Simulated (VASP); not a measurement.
The system is TePb.

```
Pb Te
1.0
     5.52761    0.00000    0.00000
    -2.76381    4.78705    0.00000
     0.00000    0.00000    6.61817
Pb Te
2 2
Direct
  0.33333 0.66667 0.25000
  0.66667 0.33333 0.75000
  0.66667 0.33333 0.25000
  0.33333 0.66667 0.75000
```

| Item | Value |
| --- | --- |
| Program | VASP 6.6.1 |
| Task | relaxation of cell and atoms |
| Functional | PBEsol |
| Potentials or basis | VASP PAW PBE potentials, release 64 (Pb_d, Te) |
| Cutoff | 600 eV |
| k mesh | 6 × 6 × 4 |
| Occupations | fermi-dirac, width 0.02 eV |
| Spin | no spin polarisation |

At the start: pressure -1.6 GPa; volume 43.78 Å³/atom.

Q: How do energy, volume and symmetry change on relaxing?

A: Over 17 steps the energy falls by 12.0 meV/atom and the volume is 41.50 Å³/atom (-5.2 %); space group P6_3/mmc (No. 194, to 0.1 Å) before and after.

Step by step:
```csv
step,energy change (eV),largest force (eV/Å),pressure (GPa),volume (Å³)
1,0.0000,0.0000,-1.60,175.12
2,-0.0460,0.0000,0.36,164.28
3,-0.0480,0.0000,0.00,166.00
4,-0.0480,0.0000,-0.01,166.18
5,-0.0480,0.0000,-0.04,166.15
6,-0.0480,0.0000,-0.03,166.15
7,-0.0480,0.0000,-0.03,166.16
8,-0.0480,0.0000,-0.03,166.15
9,-0.0480,0.0000,-0.04,166.15
10,-0.0480,0.0000,0.01,165.93
11,-0.0480,0.0000,-0.01,166.05
12,-0.0480,0.0000,-0.01,166.04
13,-0.0480,0.0000,-0.01,165.99
14,-0.0480,0.0000,0.00,166.02
15,-0.0480,0.0000,-0.01,166.04
16,-0.0480,0.0000,0.00,166.04
17,-0.0480,0.0000,0.00,166.01
```

Final structure:
```
Pb Te
1.0
     5.43372    0.00000    0.00000
    -2.71686    4.70574    0.00000
     0.00000    0.00000    6.49263
Pb Te
2 2
Direct
  0.33333 0.66667 0.25000
  0.66667 0.33333 0.75000
  0.66667 0.33333 0.25000
  0.33333 0.66667 0.75000
```

Caveat: the PAW data sets were made with another functional, which shifts forces and pressure a little.
